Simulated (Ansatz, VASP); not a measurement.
**One calculation of Re, two programs**

```
Re
1.0
     1.38392    0.79901    6.83258
    -1.38392    0.79901    6.83258
     0.00000   -1.59802    6.83258
Re
3
Direct
  0.00000 0.00000 0.00000
  0.22217 0.22217 0.22217
  0.77783 0.77783 0.77783
```

Change from the starting cell: zz strain of +2 %, crystal datasets.

Alike in both runs: task electric field gradients; functional PBEsol; k mesh 15 × 15 × 15; occupations fermi-dirac, width 0.05 eV; no spin polarisation.

|  | VASP | Ansatz |
| --- | --- | --- |
| version | VASP 6.6.1 | Ansatz 0.2.0 |
| potentials or method | VASP PAW PBE potentials, release 64 (Re), cutoff 520 eV | all-electron PAW with datasets made for the crystal, scalar-relativistic |

VASP gave:

- pressure (GPa): -13.6
- traceless stress, the component that is largest in VASP (GPa): -5.93
- rms of the force components (eV/Å): 0.032
- size of Vzz on the site where it differs most (V/Å²): 33.4

Q: Which values does Ansatz return?

A: Pressure (GPa): -13.2; traceless stress, the component that is largest in VASP (GPa): -5.93; rms of the force components (eV/Å): 0.031; size of Vzz on the site where it differs most (V/Å²): 41.0.

VASP's potentials were made for PBE, not for PBEsol. Atom by atom the forces differ by 0.001 eV/Å (rms over components). Ansatz ran all-electron here, and VASP with PAW potentials.

Spin-orbit coupling is off throughout.
